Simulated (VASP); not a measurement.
C, 4 atoms in the cell. It takes space group Fd-3m (No. 227, cubic). The conventional cell has a = 3.572 Å, b = 3.572 Å, c = 3.572 Å, α = 90.00°, β = 90.00°, γ = 90.00°. Within 2.1 Å of C (site symmetry -43m) lie 4 C at 1.55 Å. 

```yaml
Program: VASP 6.6.1
Task: single point
Functional: PBE
Potentials_or_basis: VASP PAW PBE potentials, release 64 (C)
Cutoff: 520 eV
k_mesh: 12 × 12 × 8
Occupations: fermi-dirac, width 0.02 eV
Spin: no spin polarisation
Dipole_correction: no
Further_INCAR_settings: ALGO = Normal; EDIFF = 1e-06; NBANDS = 16
```

Potentials or basis: VASP PAW PBE potentials, release 64 (C).

Launch:

```bash
$ cat potpaw_PBE.64/C/POTCAR > POTCAR
$ mpirun -np 1 vasp_std > vasp.out
```

Hardware: 1 thread of AMD EPYC 9R45 96-Core Processor (Zen 5) (shared host).

How long does it take, and how much memory?

Run time: 22 s on 1 thread of AMD EPYC 9R45 96-Core Processor (Zen 5) (shared host), peak memory 0.12 GiB. Counts: scf iterations 11, k points 140.
